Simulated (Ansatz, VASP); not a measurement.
## NaScTe2 in VASP and in Ansatz

```
CELL_PARAMETERS angstrom
4.40428 0.00000 0.00000
0.00000 4.40428 0.00000
0.00000 0.00000 6.04356
ATOMIC_POSITIONS crystal
Na 0.00000 0.00000 0.00000
Te 0.00000 0.00000 0.50000
Te 0.50000 0.50000 0.00000
Sc 0.50000 0.50000 0.50000
```

Alike in both runs: task single point; functional PBE; k mesh 6 × 6 × 4; occupations fermi-dirac, width 0.02 eV; no spin polarisation.

|  | VASP | Ansatz |
| --- | --- | --- |
| version | VASP 6.6.1 | Ansatz 0.2.0 |
| potentials or method | VASP PAW PBE potentials, release 64 (Na_pv, Te, Sc_sv) | plane waves, PAW |
| plane-wave cutoff (eV) | 520 | 420 |
| valence electrons in the cell | 30 | 52 |

|  | VASP | Ansatz | Ansatz less VASP |
| --- | --- | --- | --- |
| pressure (GPa) | -2.2 | -2.3 | -0.06 |

The functional is the same, so the differences come from potentials, cutoffs and numerics. VASP's potentials hold 30 valence electrons a cell and Ansatz's 52, so a difference there can come from the potentials and not from the codes.

Neither program's run includes spin-orbit coupling.
